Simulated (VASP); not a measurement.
Wanted: the native input for a VASP 6.6.1 run.

| Item | Value |
| --- | --- |
| Task | single point |
| Functional | PBEsol |
| Potentials or basis | VASP PAW PBE potentials, release 64 (Hg, Te) |
| Cutoff | 520 eV |
| k mesh | 12 × 12 × 12 |
| Occupations | fermi-dirac, width 0.08 eV |
| Spin | no spin polarisation |
| Dipole correction | no |
| Further INCAR settings | ALGO = Normal; EDIFF = 1e-07; NBANDS = 16 |

The structure of HgTe lies in POSCAR:

```
HgTe
1.0
    0.0000000000      2.9599451983      2.9599451983
    2.9599451983      0.0000000000      2.9599451983
    2.9599451983      2.9599451983      0.0000000000
Hg Te
1 1
Direct
    0.0000000000      0.0000000000      0.0000000000
    0.5000000000      0.5000000000      0.5000000000
```

This cell differs from its parent crystal: volume scaled by 1.04.

The input as run:

INCAR

```
ALGO = Normal ; EDIFF = 1E-7
ENCUT = 520 ; GGA = PS
ISIF = 2 ; ISMEAR = -1
LASPH = True ; LCHARG = False
LREAL = False ; LWAVE = False
NBANDS = 16 ; NELM = 60
PREC = Accurate ; SIGMA = 0.08
```

KPOINTS

```
k-points
0
Gamma
  12 12 12
```

Potentials or basis: VASP PAW PBE potentials, release 64 (Hg, Te).

The run is started by

```console
$ cat potpaw_PBE.64/Hg/POTCAR potpaw_PBE.64/Te/POTCAR > POTCAR
$ mpirun -np 1 vasp_std > vasp.out
```

It gave:

```yaml
Pressure: 3.1 GPa
Band_gap_on_the_k_mesh: zero (band 9 reaches 5.67 eV, above the bottom of band 10 at 2.63 eV)
```

Caveat: the PAW data sets were made with another functional, which shifts forces and pressure a little; spin-orbit coupling is left out, which moves the levels of the heavy elements.

Wall time 17 s on 1 thread of Intel(R) Xeon(R) 6975P-C (Granite Rapids) (shared host), peak memory 0.21 GiB.
